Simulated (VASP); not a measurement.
The system is SnSe (rocksalt type).

```
Sn Se
1.0
     0.00000    2.64542    2.64542
     2.64542    0.00000    2.64542
     2.64542    2.64542    0.00000
Sn Se
1 1
Cartesian
  0.0000 0.0000 0.0000
  2.6454 2.6454 2.6454
```

* Program: VASP 6.6.1
* Task: relaxation of cell and atoms
* Functional: PBE
* Potentials or basis: VASP PAW PBE potentials, release 64 (Sn_d, Se)
* Cutoff: 600 eV
* k mesh: 13 × 13 × 13
* Occupations: fermi-dirac, width 0.1 eV
* Spin: no spin polarisation

At the start: pressure 47.4 GPa; volume 18.51 Å³/atom.

Question: How do energy, volume and symmetry change on relaxing?

Answer: Over 5 steps the energy falls by 957.4 meV/atom and the volume is 27.85 Å³/atom (+50.4 %); space group Fm-3m (No. 225, to 0.1 Å) before and after.

Step by step:
```csv
step,energy change (eV),largest force (eV/Å),pressure (GPa),volume (Å³)
1,0.0000,0.0000,47.40,37.03
2,-1.3271,0.0000,-7.63,74.81
3,-1.9147,0.0000,0.15,55.54
4,-1.9146,0.0000,-0.21,55.96
5,-1.9148,0.0000,-0.01,55.69
```

Final structure:
```yaml
crystal:
  lattice:
    - [0.00000, 3.03104, 3.03104]
    - [3.03104, 0.00000, 3.03104]
    - [3.03104, 3.03104, 0.00000]
  atoms:
    - { symbol: Sn, position: [0.00000, 0.00000, 0.00000] }
    - { symbol: Se, position: [0.50000, 0.50000, 0.50000] }
```

Caveat: the volume moved by over 15 % at a fixed basis, so the end points are rough.
